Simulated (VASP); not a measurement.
# SbP5 (F-43m) in VASP: a series of runs, part 2 of 2

VASP 6.6.1.

### 4 Relaxation of cell and atoms, PBE

This run uses another cell than the first one, of 20.39 Å³/atom.

INCAR

```
  ALGO = Normal
  EDIFF = 1E-6
  EDIFFG = -0.04
  ENCUT = 600
  GGA = PE
  IBRION = 2
  ISIF = 3
  ISMEAR = 0
  LASPH = T
  LCHARG = F
  LREAL = F
  LWAVE = F
  NELM = 60
  NSW = 90
  PREC = Accurate
  SIGMA = 0.1
```

KPOINTS

```
k-points
0
Gamma
  4 4 4
```

POSCAR

```
SbP5
1.0
    0.0000000000      3.9398576900      3.9398576900
    3.9398576900      0.0000000000      3.9398576900
    3.9398576900      3.9398576900      0.0000000000
Sb P
1 5
Direct
    0.0000000000      0.0000000000      0.0000000000
    0.2500000000      0.2500000000      0.2500000000
    0.6237722100      0.1286833600      0.6237722100
    0.6237722100      0.6237722100      0.1286833600
    0.6237722100      0.6237722100      0.6237722100
    0.1286833600      0.6237722100      0.6237722100
```

Potentials or basis: VASP PAW PBE potentials, release 64 (Sb, P).

Launch:

```bash
> cat potpaw_PBE.64/Sb/POTCAR potpaw_PBE.64/P/POTCAR > POTCAR
> mpirun -np 1 vasp_std > vasp.out
```

OUTCAR:

```text
EDIFF = 1E-6
   EDIFFG = -0.04
   ENCUT = 600
   GGA = PE
   IBRION = 2
   ISIF = 3
   ISMEAR = 0
   LASPH = T
   LREAL = F
   NELM = 60
   NSW = 90
   PREC = Accurate

 ion  position               nearest neighbor table
   1  0.000  0.000  0.000-   3 3.27   4 3.27   4 3.27   6 3.27   3 3.27   6 3.27   5 3.27   5 3.27
                             5 3.27   3 3.27   4 3.27   6 3.27
   2  0.250  0.250  0.250-
   3  0.624  0.129  0.624-   4 2.76   5 2.76   6 2.76   6 2.81   4 2.81   5 2.81   1 3.27   1 3.27
                             1 3.27
   4  0.624  0.624  0.129-   3 2.76   5 2.76   6 2.76   3 2.81   6 2.81   5 2.81   1 3.27   1 3.27
                             1 3.27
   5  0.624  0.624  0.624-   3 2.76   4 2.76   6 2.76   6 2.81   3 2.81   4 2.81   1 3.27   1 3.27
                             1 3.27
   6  0.129  0.624  0.624-   3 2.76   4 2.76   5 2.76   3 2.81   4 2.81   5 2.81   1 3.27   1 3.27
                             1 3.27

  LATTYP: Found a face centered cubic cell.
 ALAT       =     7.8797153800

  Lattice vectors:

 A1 = (   0.0000000000,   3.9398576900,   3.9398576900)
 A2 = (   3.9398576900,   0.0000000000,   3.9398576900)
 A3 = (   3.9398576900,   3.9398576900,   0.0000000000)

Analysis of symmetry for initial positions (statically):
=====================================================================
 Subroutine PRICEL returns:
 Original cell was already a primitive cell.

 Routine SETGRP: Setting up the symmetry group for a
 face centered cubic supercell.

 Subroutine GETGRP returns: Found 24 space group operations
 (whereof 24 operations were pure point group operations)
 out of a pool of 48 trial point group operations.

The static configuration has the point symmetry T_d .

Analysis of symmetry for dynamics (positions and initial velocities):
=====================================================================
 Subroutine PRICEL returns:
 Original cell was already a primitive cell.

 Routine SETGRP: Setting up the symmetry group for a
 face centered cubic supercell.

 Subroutine GETGRP returns: Found 24 space group operations
 (whereof 24 operations were pure point group operations)
 out of a pool of 48 trial point group operations.

The dynamic configuration has the point symmetry T_d .
[... 117 lines left out ...]
   AEXX    =    0.0000 exact exchange contribution
   IVDW    =     0    specifies the selected vdW correction
   LEPSILON=     F    determine dielectric tensor
   LRPA    =     F    only Hartree local field effects (RPA)
 conjugate gradient relaxation of ions
 non-spin polarized calculation
 Gauss-broadening in eV      SIGMA  =   0.10
  energy-cutoff  :      600.00
  volume of cell :      122.31
 maximum number of plane-waves:      4128
 NGX is ok and might be reduce to    48
   NGX = 23   NGY = 23   NGZ = 23

--------------------------------------- Ionic step        1  -------------------------------------------

 number of electron      29.9999998 magnetization

 Free energy of the ion-electron system (eV)
  ---------------------------------------------------
  ext. energy  EPLUGINS =         0.00000000
  ---------------------------------------------------
  free energy    TOTEN  =       -25.52022617 eV

  energy without entropy =      -25.49421470  energy(sigma->0) =      -25.50722044

------------------------ aborting loop because EDIFF is reached ----------------------------------------

  FORCE on cell =-STRESS in cart. coord.  units (eV):
  Direction    XX          YY          ZZ          XY          YZ          ZX
  --------------------------------------------------------------------------------------
  -------------------------------------------------------------------------------------
  Total       -8.0682894     -8.0682894     -8.0682894      0.0000000      0.0000000      0.0000000
  in kB     -105.6867267   -105.6867267   -105.6867267      0.0000000      0.0000000      0.0000000
  external PRESSURE =    -105.6867267 kB  Pullay stress =       0.0000000 kB
[... 101 lines left out ...]
  FREE ENERGIE OF THE ION-ELECTRON SYSTEM (eV)
  ---------------------------------------------------
  free  energy   TOTEN  =       -26.3527650932 eV

  energy  without entropy=      -26.3232159136  energy(sigma->0) =      -26.33799050

[... ionic steps 4 to 12 ...]

--------------------------------------- Ionic step       13  -------------------------------------------

 number of electron      30.0000001 magnetization

------------------------ aborting loop because EDIFF is reached ----------------------------------------
[... 75 lines left out ...]
--------------------------------------- Ionic step       15  -------------------------------------------

 number of electron      30.0000000 magnetization

 Free energy of the ion-electron system (eV)
  ---------------------------------------------------
  ext. energy  EPLUGINS =         0.00000000
  ---------------------------------------------------
  free energy    TOTEN  =       -26.49880500 eV

  energy without entropy =      -26.46053349  energy(sigma->0) =      -26.47966924

 E-fermi :   8.4526     XC(G=0): -10.7123

 val. band max:        8.3713449982   @ k =  -0.2500   0.2500   0.0000
 cond. band min:       8.4770719627   @ k =   0.5000   0.2500   0.0000
 fundamental gap:      0.1057269644
 Fermi energy:         8.4525542865

 k-point     1 :       0.0000    0.0000    0.0000
  band No.  band energies     occupation
      1      -7.5989      2.00000
      2      -2.0503      2.00000
      3      -0.8580      2.00000
      4      -0.8580      2.00000
      5      -0.8580      2.00000
      6       0.1434      2.00000
[... 198 lines left out ...]
  FREE ENERGIE OF THE ION-ELECTRON SYSTEM (eV)
  ---------------------------------------------------
  free  energy   TOTEN  =       -26.4988049978 eV

  energy  without entropy=      -26.4605334867  energy(sigma->0) =      -26.47966924

 reached required accuracy - stopping structural energy minimisation
```

CONTCAR:

```text
SbP5
   1.00000000000000
    -0.0000000000000002    3.7863994081102716    3.7863994081102716
     3.7863994081102716    0.0000000000000001    3.7863994081102716
     3.7863994081102716    3.7863994081102716    0.0000000000000001
  Sb              P
     1     5
Direct
     0.0000000000000000    0.0000000000000000    1.0000000000000000
     0.2500000000000000    0.2500000000000000    0.2500000000000000
     0.6091222709245014    0.1726331772264883    0.6091222709245014
     0.6091222709245014    0.6091222709245014    0.1726331772264883
     0.6091222709245014    0.6091222709245014    0.6091222709245014
     0.1726331772264883    0.6091222709245014    0.6091222709245014

  0.00000000E+00  0.00000000E+00  0.00000000E+00
  0.00000000E+00  0.00000000E+00  0.00000000E+00
  0.00000000E+00  0.00000000E+00  0.00000000E+00
  0.00000000E+00  0.00000000E+00  0.00000000E+00
  0.00000000E+00  0.00000000E+00  0.00000000E+00
  0.00000000E+00  0.00000000E+00  0.00000000E+00
```

Run time: 4.8 min. Hardware: 1 thread of Intel Xeon Platinum 8259CL at 2.50GHz (Skylake/Cascade Lake), shared host; peak memory 0.33 GiB.

Results:

* Free energy: -26.4988 eV
* Relaxed volume: 18.09 Å³/atom
* Relaxed cell: a = 5.355 Å, b = 5.355 Å, c = 5.355 Å, α = 60.00°, β = 60.00°, γ = 60.00°
* Space group after relaxing (to 0.1 Å): F-43m (No. 216)
* Energy gained by relaxing: 163.1 meV/atom
* Ionic steps: 15
* Pressure after relaxing: 0.0 GPa
* Largest force after relaxing: 0.007 eV/Å
* Band gap on the k mesh: zero (bands 15 and 16 overlap by 0.39 eV)

Forces on the atoms (eV/Å):
```
Sb   0.000  0.000  0.000
P    0.000  0.000  0.000
P    0.004 -0.004  0.004
P    0.004  0.004 -0.004
P   -0.004 -0.004 -0.004
P   -0.004  0.004  0.004
```

The path:
```
step  energy change (eV)  largest force (eV/Å)  pressure (GPa)  volume (Å³)
   1              0.0000                0.1244          -10.57       122.31
   2             -0.8302                0.2338            0.84       100.02
   3             -0.8325                0.2339            0.09       100.94
   4             -0.8322                0.2336           -0.23       101.34
   5             -0.8425                0.2254           -0.16       101.27
   6             -0.8691                0.1711            0.38       101.07
   7             -0.8965                0.0339            2.87       100.66
   8             -0.8999                0.0302            2.92       100.82
   9             -0.9099                0.0074            3.02       101.31
  10             -0.9258                0.1006            3.25       102.30
  11             -0.9194                0.5108            3.96       104.30
  12             -0.9305                0.2290            3.45       103.03
  13             -0.9486                0.1834            2.67       104.16
  14             -0.9770                0.0375            0.56       107.58
  15             -0.9786                0.0067            0.03       108.57
```

Final structure:
```
CELL_PARAMETERS angstrom
0.00000 3.78640 3.78640
3.78640 0.00000 3.78640
3.78640 3.78640 0.00000
ATOMIC_POSITIONS crystal
Sb 0.00000 0.00000 0.00000
P 0.25000 0.25000 0.25000
P 0.60912 0.17263 0.60912
P 0.60912 0.60912 0.17263
P 0.60912 0.60912 0.60912
P 0.17263 0.60912 0.60912
```

Caveat: spin-orbit coupling is left out, which moves the levels of the heavy elements.

### 5 The runs side by side

```csv
task,cell,cutoff (eV),gap on the mesh (eV),pressure (GPa),largest force (eV/Å)
single point,"a = 5.356 Å, angles 60.0°, 6 atoms, atomic positions A",520,none,-0.3,0.07
single point,"a = 5.572 Å, angles 60.0°, 6 atoms, atomic positions B",520,none,-10.6,0.12
relaxation of cell and atoms,"relaxed from a = 5.572 Å, angles 60.0°, 6 atoms, atomic positions B",600,none,0.0,0.01
```

Alike in all rows: level PBE; potentials or basis VASP PAW PBE potentials, release 64 (Sb, P); no spin polarisation; k mesh 4 × 4 × 4; smearing gaussian 0.1 eV.

Caveats: spin-orbit coupling is left out, which moves the levels of the heavy elements; the cell stands under tension (at least some runs).

Absolute energies hang on the potentials; compare differences alone.
